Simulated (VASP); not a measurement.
Input of a VASP 6.6.1 run:

The input INCAR:

```
PREC = Accurate ; ENCUT = 520
EDIFF = 1E-7 ; ISMEAR = 0
SIGMA = 0.1 ; LREAL = F
LASPH = T ; NELM = 60
ALGO = Fast ; ISIF = 2
LWAVE = F ; LCHARG = F
GGA = PE ; NBANDS = 40
```

Contents of KPOINTS:

```
regular mesh
0
Gamma
  4 4 4
```

POSCAR

```
Sc4InSb
1.0
    4.8528222467      0.0000000000      0.0000000000
    0.0000000000      4.8528222467      0.0000000000
    0.0000000000      0.0000000000      6.8074709827
Sc In Sb
4 1 1
Direct
    0.5000000000      0.0000000000      0.7536587166
    0.0000000000      0.5000000000      0.2463412834
    0.5000000000      0.0000000000      0.2463412834
    0.0000000000      0.5000000000      0.7536587166
    0.0000000000      0.0000000000      0.0000000000
    0.5000000000      0.5000000000      0.5000000000
```

Potentials or basis: VASP PAW PBE potentials, release 64 (Sc_sv, In_d, Sb).

Command:

```bash
$ cat potpaw_PBE.64/Sc_sv/POTCAR potpaw_PBE.64/In_d/POTCAR potpaw_PBE.64/Sb/POTCAR > POTCAR
$ mpirun -np 1 vasp_std > vasp.out
```

What does it give for the band gap on the k mesh?

Zero (bands 31 and 32 overlap by 0.64 eV).

Predict the largest force.

0.006 eV/Å.

What does it give for the pressure?

-0.1 GPa.

Stress tensor (GPa, compression positive):
```
-0.04  0.00  0.00
 0.00 -0.04  0.00
 0.00  0.00 -0.15
```

Caveat: spin-orbit coupling is left out, which moves the levels of the heavy elements.
